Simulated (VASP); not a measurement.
Input of a VASP 6.6.1 run:

Contents of INCAR:

```
SYSTEM = Nb
  ALGO = Normal
  EDIFF = 1E-6
  ENCUT = 520
  GGA = PE
  ISIF = 2
  ISMEAR = -1
  LASPH = .True.
  LCHARG = .False.
  LREAL = .False.
  LWAVE = .False.
  NBANDS = 20
  NELM = 100
  PREC = Accurate
  SIGMA = 0.06122561905347299
```

The input KPOINTS:

```
k-points
0
Gamma
  16 16 16
  0 0 0
```

The input POSCAR:

```
Nb
1.0
    0.0000000000      2.9158284713      2.9158284713
    2.9158284713      0.0000000000      2.9158284713
    2.9158284713      2.9158284713      0.0000000000
Nb
2
Direct
    0.0000000000      0.0000000000      0.0000000000
    0.2500000000      0.2500000000      0.2500000000
```

Potentials or basis: VASP PAW PBE potentials, release 64 (Nb_sv).

Command:

```console
$ cat potpaw_PBE.64/Nb_sv/POTCAR > POTCAR
$ mpirun -np 1 vasp_std > vasp.out
```

(1) Estimate the pressure.

(2) What does it give for the band gap on the k mesh?

Answers

(1) 2.8 GPa.

(2) zero (band 13 reaches 7.85 eV, above the bottom of band 14 at 6.31 eV).
